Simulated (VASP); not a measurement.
# HfB (Fm-3m) in VASP: settings compared

Aim: see how the results for HfB move with the level of theory and the settings. Levels: PBE, r2SCAN, r2SCAN+U. Tasks: single point.

Everything below comes from runs of VASP 6.6.1. Logs are shortened: lines on timing, memory, paths and dates and some standing lists are left out, and cuts for length are marked.

## 1. The cell of the first run

The structure is cubic, space group Fm-3m (No. 225). Conventional cell: a = 4.620 Å, b = 4.620 Å, c = 4.620 Å, α = 90.00°, β = 90.00°, γ = 90.00°. Hf (site symmetry m-3m) has 6 B at 2.31 Å within 3.1 Å. B (site symmetry m-3m) has 6 Hf at 2.31 Å within 3.1 Å.

## 2. Single point, PBE

INCAR

```
PREC     = Accurate       # precision mode
ENCUT    = 520            # plane-wave cutoff, eV
EDIFF    = 1E-7           # SCF threshold, eV
ISMEAR   = -1             # smearing method
SIGMA    = 0.05           # smearing width, eV
LREAL    = F              # projectors in reciprocal space
LASPH    = T              # aspherical terms in the spheres
NELM     = 80             # most SCF steps
ALGO     = Normal         # electronic algorithm
ISIF     = 2              # what is computed and relaxed
LWAVE    = F              # write WAVECAR
LCHARG   = T              # write CHGCAR
GGA      = PE             # functional
LELF     = T              # ELF
LVHAR    = T            
NBANDS   = 14             # bands
```

KPOINTS

```
Automatic mesh
0
Gamma
  10 10 10
```

POSCAR

```
HfB
1.0
    0.0000000000      2.3100000000      2.3100000000
    2.3100000000      0.0000000000      2.3100000000
    2.3100000000      2.3100000000      0.0000000000
Hf B
1 1
Direct
    0.5000000000      0.5000000000      0.5000000000
    0.0000000000      0.0000000000      0.0000000000
```

Potentials or basis: VASP PAW PBE potentials, release 64 (Hf_pv, B).

Started as:

```sh
$ cat potpaw_PBE.64/Hf_pv/POTCAR potpaw_PBE.64/B/POTCAR > POTCAR
$ mpirun -np 1 vasp_std > vasp.out
```

OUTCAR:

```text
PREC = Accurate
   ENCUT = 520
   EDIFF = 1E-7
   ISMEAR = -1
   LREAL = F
   LASPH = T
   NELM = 80
   ISIF = 2
   GGA = PE

 ion  position               nearest neighbor table
   1  0.500  0.500  0.500-   2 2.31   2 2.31   2 2.31   2 2.31   2 2.31   2 2.31
   2  0.000  0.000  0.000-   1 2.31   1 2.31   1 2.31   1 2.31   1 2.31   1 2.31

  LATTYP: Found a face centered cubic cell.
 ALAT       =     4.6200000000

  Lattice vectors:

 A1 = (   0.0000000000,   2.3100000000,   2.3100000000)
 A2 = (   2.3100000000,   0.0000000000,   2.3100000000)
 A3 = (   2.3100000000,   2.3100000000,   0.0000000000)

Analysis of symmetry for initial positions (statically):
=====================================================================
 Subroutine PRICEL returns:
 Original cell was already a primitive cell.

 Routine SETGRP: Setting up the symmetry group for a
 face centered cubic supercell.

 Subroutine GETGRP returns: Found 48 space group operations
 (whereof 48 operations were pure point group operations)
 out of a pool of 48 trial point group operations.

The static configuration has the point symmetry O_h .

Analysis of symmetry for dynamics (positions and initial velocities):
=====================================================================
 Subroutine PRICEL returns:
 Original cell was already a primitive cell.

 Routine SETGRP: Setting up the symmetry group for a
 face centered cubic supercell.

 Subroutine GETGRP returns: Found 48 space group operations
 (whereof 48 operations were pure point group operations)
 out of a pool of 48 trial point group operations.

The dynamic configuration has the point symmetry O_h .

 Subroutine INISYM returns: Found 48 space group operations
 (whereof 48 operations are pure point group operations),
 and found     1 'primitive' translations

----------------------------------------------------------------------------------------

                                     Primitive cell

  volume of cell :      24.6528

  direct lattice vectors                    reciprocal lattice vectors
     0.000000000  2.310000000  2.310000000    -0.216450216  0.216450216  0.216450216
     2.310000000  0.000000000  2.310000000     0.216450216 -0.216450216  0.216450216
     2.310000000  2.310000000  0.000000000     0.216450216  0.216450216 -0.216450216

  length of vectors
     3.266833329  3.266833329  3.266833329     0.374902772  0.374902772  0.374902772

  position of ions in fractional coordinates (direct lattice)
     0.500000000  0.500000000  0.500000000
     0.000000000  0.000000000  0.000000000

  ion indices of the primitive-cell ions
   primitive index   ion index
                 1           1
                 2           2

----------------------------------------------------------------------------------------

 KPOINTS: Automatic mesh

Automatic generation of k-mesh.
 Grid dimensions read from file:
 generate k-points for:   10   10   10

 Generating k-lattice:

  Cartesian coordinates                     Fractional coordinates (reciprocal lattice)
    -0.021645022  0.021645022  0.021645022     0.100000000  0.000000000  0.000000000
     0.021645022 -0.021645022  0.021645022     0.000000000  0.100000000  0.000000000
     0.021645022  0.021645022 -0.021645022     0.000000000  0.000000000  0.100000000

  Length of vectors
     0.037490277  0.037490277  0.037490277

  Shift w.r.t. Gamma in fractional coordinates (k-lattice)
     0.000000000  0.000000000  0.000000000

 Subroutine IBZKPT returns following result:
 ===========================================

 Found     47 irreducible k-points:

 Following reciprocal coordinates:
            Coordinates               Weight
  0.000000  0.000000  0.000000      1.000000
  0.100000  0.000000  0.000000      8.000000
  0.200000  0.000000  0.000000      8.000000
  0.300000  0.000000  0.000000      8.000000
  0.400000  0.000000  0.000000      8.000000
  0.500000  0.000000  0.000000      4.000000
[... 16 lines left out ...]
  0.300000  0.300000  0.000000      6.000000
  0.400000  0.300000  0.000000     24.000000
 [... further k-points ...]
   k-points           NKPTS =     47   k-points in BZ     NKDIM =     47   number of bands    NBANDS=     14
   number of dos      NEDOS =    301   number of ions     NIONS =      2
   total plane-waves  NPLWV =  13824
   dimension x,y,z NGX =    24 NGY =   24 NGZ =   24
   dimension x,y,z NGXF=    48 NGYF=   48 NGZF=   48
   ions per type =               1   1
   NGX,Y,Z   is equivalent  to a cutoff of  12.21, 12.21, 12.21 a.u.
   NGXF,Y,Z  is equivalent  to a cutoff of  24.43, 24.43, 24.43 a.u.
 SYSTEM =  unknown system
   PREC   = accura    normal or accurate (medium, high low for compatibility)
   ISTART =      0    job   : 0-new  1-cont  2-samecut
   ICHARG =      2    charge: 1-file 2-atom 10-const
   ISPIN  =      1    spin polarized calculation?
   LNONCOLLINEAR =      F non collinear calculations
   LSORBIT =      F    spin-orbit coupling
   LASPH  =      T    aspherical Exc in radial PAW
   ENCUT  =  520.0 eV  38.22 Ry    6.18 a.u.   6.07  6.07  6.07*2*pi/ulx,y,z
   NELM   =     80;   NELMIN=  2; NELMDL= -5     # of ELM steps
   EDIFF  = 0.1E-06   stopping-criterion for ELM
   LREAL  =      F    real-space projection
   EDIFFG = 0.1E-05   stopping-criterion for IOM
   NSW    =      0    number of steps for IOM
   IBRION =     -1    ionic relax: 0-MD 1-quasi-New 2-CG
   NFREE  =      0    steps in history (QN), initial steepest desc. (CG)
   ISIF   =      2    stress and relaxation
   ISYM   =      2    0-nonsym 1-usesym 2-fastsym
   POTIM  = 0.5000    time-step for ionic-motion
   TEBEG  =    0.0;   TEEND  =   0.0 temperature during run
   PSTRESS=    0.0 pullay stress
   NELECT =      13.0000    total number of electrons
   NUPDOWN=      -1.0000    fix difference up-down
   EMIN   =  10.00;   EMAX   =-10.00  energy-range for DOS
   EFERMI =   0.00;   METHOD = LEGACY
   ISMEAR =    -1;   SIGMA  =   0.05  broadening in eV -4-tet -1-fermi 0-gaus
   EFERMI_NEDOS =   21; number of points for ismear=-14 and -15
   IALGO  =     38    algorithm
   IMIX   =      4    mixing-type and parameters
     AMIX     =   0.40;   BMIX     =  1.00
     AMIX_MAG =   1.60;   BMIX_MAG =  1.00
  volume/ion in A,a.u.               =      12.33        83.18
  Fermi-wavevector in a.u.,A,eV,Ry     =   1.322617  2.499383 23.800871  1.749315
  Thomas-Fermi vector in A             =   2.452285
   LORBIT       =      0    0 simple, 1 ext, 2 COOP (PROOUT), +10 PAW based schemes
   GGA     = PE    functional components
   LHFCALC =     F    Hartree Fock is set to
   AEXX    =    0.0000 exact exchange contribution
   IVDW    =     0    specifies the selected vdW correction
   LEPSILON=     F    determine dielectric tensor
   LRPA    =     F    only Hartree local field effects (RPA)
 non-spin polarized calculation
  energy-cutoff  :      520.00
  volume of cell :       24.65
 maximum number of plane-waves:       678
   NGX = 13   NGY = 13   NGZ = 13

 number of electron      13.0000002 magnetization

 Free energy of the ion-electron system (eV)
  ---------------------------------------------------
  ext. energy  EPLUGINS =         0.00000000
  ---------------------------------------------------
  free energy    TOTEN  =       -17.14939908 eV

  energy without entropy =      -17.13815089  energy(sigma->0) =      -17.14377498

 E-fermi :   5.1064     XC(G=0): -12.3033

 val. band max:        5.0836068083   @ k =  -0.2000   0.1000   0.0000
 cond. band min:       5.1175872012   @ k =   0.5000   0.3000   0.1000
 fundamental gap:      0.0339803929
 Fermi energy:         5.1063545093

 k-point     1 :       0.0000    0.0000    0.0000
  band No.  band energies     occupation
      1     -23.1676      2.00000
      2     -23.1676      2.00000
      3     -23.1676      2.00000
      4      -4.4499      2.00000
      5       7.3291      0.00000
      6       7.3291      0.00000
      7       7.3291      0.00000
      8       9.0779      0.00000
      9       9.0779      0.00000
     10       9.0779      0.00000
     11       9.3550      0.00000
     12       9.3550      0.00000
     13      16.8032      0.00000
     14      18.1338      0.00000

 k-point     2 :       0.1000    0.0000    0.0000
  band No.  band energies     occupation
      1     -23.2422      2.00000
      2     -23.1751      2.00000
      3     -23.1751      2.00000
      4      -4.1614      2.00000
      5       6.4158      0.00000
      6       6.9556      0.00000
      7       6.9556      0.00000
      8       8.0562      0.00000
      9       8.0562      0.00000
     10       9.5378      0.00000
     11      11.3313      0.00000
     12      11.3313      0.00000
     13      17.5371      0.00000
     14      18.4494      0.00000

 k-point     3 :       0.2000    0.0000    0.0000
  band No.  band energies     occupation
      1     -23.4323      2.00000
      2     -23.1947      2.00000
      3     -23.1947      2.00000
      4      -3.3551      2.00000
      5       4.8898      1.97405
      6       5.6633      0.00003
      7       5.6633      0.00003
      8       8.6410      0.00000
      9       8.6410      0.00000
     10      10.0392      0.00000
     11      13.7203      0.00000
     12      13.7203      0.00000
     13      18.8425      0.00000
     14      19.4478      0.00000
[... 324 lines left out ...]
 k-point    23 :       0.3000    0.3000    0.0000
  band No.  band energies     occupation
      1     -23.6171      2.00000
      2     -23.3383      2.00000
      3     -23.3383      2.00000
      4      -1.9615      2.00000
      5       2.9908      2.00000
      6       4.8838      1.97695
      7       6.8168      0.00000
      8       6.8168      0.00000
      9      10.5748      0.00000
     10      12.9938      0.00000
     11      12.9938      0.00000
     12      16.6541      0.00000
     13      19.9899      0.00000
     14      20.4230      0.00000

 k-point    24 :       0.4000    0.3000    0.0000
  band No.  band energies     occupation
      1     -23.7118      2.00000
      2     -23.3885      2.00000
      3     -23.3656      2.00000
      4      -1.5031      2.00000
      5       2.9719      2.00000
      6       4.3488      2.00000
      7       6.4776      0.00000
      8       7.2940      0.00000
      9      11.4857      0.00000
     10      13.1153      0.00000
     11      13.3889      0.00000
     12      17.5971      0.00000
     13      18.0567      0.00000
     14      20.3429      0.00000

 [... further k-points ...]
[... 5 lines left out ...]
  --------------------------------------------------------------------------------------
  -------------------------------------------------------------------------------------
  Total        4.6891300      4.6891300      4.6891300      0.0000000      0.0000000     -0.0000000
  in kB      304.7452309    304.7452309    304.7452309      0.0000000      0.0000000     -0.0000000
  external PRESSURE =     304.7452309 kB  Pullay stress =       0.0000000 kB

 VOLUME and BASIS-vectors are now :
 -----------------------------------------------------------------------------
  energy-cutoff  :      520.00
  volume of cell :       24.65
      direct lattice vectors                 reciprocal lattice vectors
     0.000000000  2.310000000  2.310000000    -0.216450216  0.216450216  0.216450216
     2.310000000  0.000000000  2.310000000     0.216450216 -0.216450216  0.216450216
     2.310000000  2.310000000  0.000000000     0.216450216  0.216450216 -0.216450216

 POSITION                                       TOTAL-FORCE (eV/Angst)
 -----------------------------------------------------------------------------------
      2.31000      2.31000      2.31000        -0.000000     -0.000000      0.000000
      0.00000      0.00000      0.00000         0.000000      0.000000     -0.000000
 -----------------------------------------------------------------------------------
    total drift:                               -0.000000     -0.000000      0.000000

  FREE ENERGIE OF THE ION-ELECTRON SYSTEM (eV)
  ---------------------------------------------------
  free  energy   TOTEN  =       -17.1493990767 eV

  energy  without entropy=      -17.1381508855  energy(sigma->0) =      -17.14377498
```

Wall time 14 s (1 thread of Intel Xeon Platinum 8488C (Sapphire Rapids), shared host); peak memory 0.15 GiB.

Results:

```yaml
Free_energy: -17.1494 eV
Pressure: 30.5 GPa
```

Levels at points of the mesh, in eV from the Fermi level:
| k point | band 5 | band 6 | band 7 | band 8 | band 9 | band 10 |
| --- | --- | --- | --- | --- | --- | --- |
| (0.00, 0.00, 0.00) | 2.22 | 2.22 | 2.22 | 3.97 | 3.97 | 3.97 |
| (0.50, 0.00, 0.00) | -4.05 | -1.35 | -1.35 | 6.57 | 6.57 | 7.62 |
| (0.50, 0.50, 0.00) | -1.08 | -0.89 | 2.39 | 2.39 | 6.28 | 7.94 |

Caveat: spin-orbit coupling is left out, which moves the levels of the heavy elements.

[end of part 1 of 2]
